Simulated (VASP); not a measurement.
# Sn: single point with PBEsol

Crystal: Sn.

```xyz
4
Lattice="3.3031 3.3031 0.0000 -3.3031 3.3031 0.0000 0.0000 0.0000 6.6061" Properties=species:S:1:pos:R:3 pbc="T T T"
Sn    0.0000    0.0000    3.3031
Sn   -1.6515    1.6515    1.6515
Sn    0.0000    3.3031    0.0000
Sn    1.6515    1.6515    4.9546
```

This cell differs from its parent crystal: equal strain along all axes, cell held: +1.0 %.

```json
{"Program": "VASP 6.6.1", "Task": "single point", "Functional": "PBEsol", "Potentials or basis": "VASP PAW PBE potentials, release 64 (Sn_d)", "Cutoff": "520 eV", "k mesh": "12 × 12 × 8", "Occupations": "gaussian, width 0.1 eV", "Spin": "no spin polarisation", "Dipole correction": "no", "Further INCAR settings": "ALGO = Fast; EDIFF = 1e-07; NBANDS = 36"}
```

```json
{"Pressure": "-1.2 GPa", "Band gap on the k mesh": "zero (bands 28 and 29 overlap by 0.25 eV)"}
```

Levels at points of the mesh, in eV from the Fermi level:
| k point | band 24 | band 25 | band 26 | band 27 | band 28 | band 29 | band 30 | band 31 | band 32 | band 33 |
| --- | --- | --- | --- | --- | --- | --- | --- | --- | --- | --- |
| (0.00, 0.00, 0.00) | -2.28 | -2.28 | -1.04 | 0.10 | 0.10 | 0.10 | 0.83 | 0.83 | 2.16 | 2.16 |
| (0.50, 0.00, 0.00) | -5.50 | -2.81 | -2.81 | -1.08 | -1.08 | 1.45 | 1.45 | 3.87 | 3.87 | 4.06 |
| (0.50, 0.50, 0.00) | -7.34 | -2.28 | -2.28 | -2.28 | -2.28 | 0.83 | 0.83 | 0.83 | 0.83 | 7.39 |
| (0.00, 0.00, 0.50) | -4.17 | -1.47 | -1.47 | -1.47 | -1.47 | 0.99 | 0.99 | 2.03 | 2.03 | 4.66 |
| (0.50, 0.00, 0.50) | -6.11 | -1.02 | -1.02 | -1.02 | -1.02 | -0.14 | -0.14 | 3.20 | 3.20 | 3.20 |
| (0.50, 0.50, 0.50) | -7.29 | -2.83 | -2.83 | -2.83 | -2.83 | 3.25 | 3.25 | 3.25 | 3.25 | 3.98 |

It took 5.3 min on 1 thread of Intel(R) Xeon(R) 6975P-C (Granite Rapids), on a shared host, peak memory 0.59 GiB.

Caveat: the cell differs from its parent crystal (equal strain along all axes, cell held: +1.0 %); the PAW data sets were made with another functional, which shifts forces and pressure a little; spin-orbit coupling is left out, which moves the levels of the heavy elements.
